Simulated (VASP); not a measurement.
A run of VASP 6.6.1:

The input INCAR:

```
ALGO = Normal
EDIFF = 1E-6
ENCUT = 600
GGA = PE
GGA_COMPAT = False
ISIF = 2
ISMEAR = 0
ISPIN = 2
LASPH = True
LCHARG = False
LMAXMIX = 4
LORBIT = 11
LREAL = False
LWAVE = False
MAGMOM = 1 0 0 0 0
NBANDS = 32
NELM = 200
PREC = Accurate
SIGMA = 0.1
```

KPOINTS

```
k-points
0
Gamma
  6 6 4
```

The input POSCAR:

```
TaCl3F
1.0
    4.6414685600      0.0000000000      0.0000000000
   -2.3207342800      4.0196296800      0.0000000000
    0.0000000000      0.0000000000      5.5706970000
Ta Cl F
1 3 1
Direct
    0.3333333300      0.6666666700      0.0000000000
    0.6666666700      0.3333333300      0.2489190000
    0.6666666700      0.3333333300      0.7510810000
    0.0000000000      0.0000000000      0.0000000000
    0.0000000000      0.0000000000      0.5000000000
```

Potentials or basis: VASP PAW PBE potentials, release 64 (Ta_pv, Cl, F).

Launch:

```bash
$ cat potpaw_PBE.64/Ta_pv/POTCAR potpaw_PBE.64/Cl/POTCAR potpaw_PBE.64/F/POTCAR > POTCAR
$ mpirun -np 1 vasp_std > vasp.out
```

Hardware: 1 thread of Intel Xeon 8259CL, on a shared host.

Task: How long does it take, and how much memory?

Result: It took 4.9 min on 1 thread of Intel Xeon 8259CL, with other jobs on the host, peak memory 0.4 GiB. Counts: scf iterations 20, k points 21.
